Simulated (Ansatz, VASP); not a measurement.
**Nb: VASP beside Ansatz**

The input POSCAR:

```
Nb
1.0
    2.7196400000      0.0000000000      0.0000000000
    0.0000000000      2.7196400000      0.0000000000
    0.0000000000      0.0000000000      2.7196400000
Nb
1
Direct
    0.5000000000      0.5000000000      0.5000000000
```

File INCAR.step1:

```
ALGO = Normal
EDIFF = 1E-5
ENCUT = 600
GGA = PE
ISMEAR = -1
LASPH = T
LCHARG = F
LREAL = F
LWAVE = T
NBANDS = 12
NELM = 60
PREC = Accurate
SIGMA = 0.05
```

INCAR.step2

```
AEXX = 1.0
AGGAC = 0.0
ALDAC = 0.0
ALGO = Normal
EDIFF = 1E-6
EDIFFG = -0.01
ENCUT = 600
GGA = PE
IBRION = 2
ISIF = 3
ISMEAR = -1
ISTART = 1
LASPH = T
LCHARG = F
LHFCALC = T
LREAL = F
LWAVE = F
NELM = 60
NSW = 60
PREC = Accurate
PRECFOCK = Normal
SIGMA = 0.05
```

KPOINTS

```
k-points
0
Gamma
  5 5 5
```

input

```
crystal:
  lattice:
    - [2.71964, 0.0, 0.0]
    - [0.0, 2.71964, 0.0]
    - [0.0, 0.0, 2.71964]
  atoms:
    - { symbol: Nb, position: [0.5, 0.5, 0.5] }
hamiltonian:
  xc: hf
  pseudopotentials: { kind: paw }
kpoints:
  mp_grid: { grid: [5, 5, 5] }
scf:
  occupations: { method: fermi_dirac, width: 0.05 }
output:
  forces: true
  stress: true
  eigenvalues: true
relax:
  f_tol: 0.01
  max_steps: 40
  cell: { stress_tol: 0.05 }
```

Alike in both runs: task relaxation of cell and atoms; functional HF; k mesh 5 × 5 × 5; occupations fermi-dirac, width 0.05 eV; no spin polarisation.

|  | VASP | Ansatz |
| --- | --- | --- |
| version | VASP 6.6.1 | Ansatz 0.2.0 |
| potentials or method | VASP PAW PBE potentials, release 64 (Nb_sv) | Ansatz PAW |
| plane-wave cutoff (eV) | 600 | 420 |
| valence electrons in the cell | 13 | 13 |

Ansatz gave:

| Quantity | Value |
| --- | --- |
| gap on the k mesh at the Fermi level, each at its own relaxed structure (eV) | none |
| relaxed volume (Å³/atom) | 22.73 |
| relaxed cell length with the largest relative difference (Å) | 2.833 |

Task: Estimate VASP's values.

Result: gap on the k mesh at the Fermi level, each at its own relaxed structure (eV): none; relaxed volume (Å³/atom): 22.55; relaxed cell length with the largest relative difference (Å): 2.825.

VASP's potentials were made for PBE, not for HF. A gap of «none» marks a metal or a gap that the smearing closes.

The k mesh is coarse, so the values compare programs but aren't converged. Noted on Ansatz's run: the plane-wave basis is chosen anew once the cell has moved, so the energies of steps on either side of that aren't comparable.
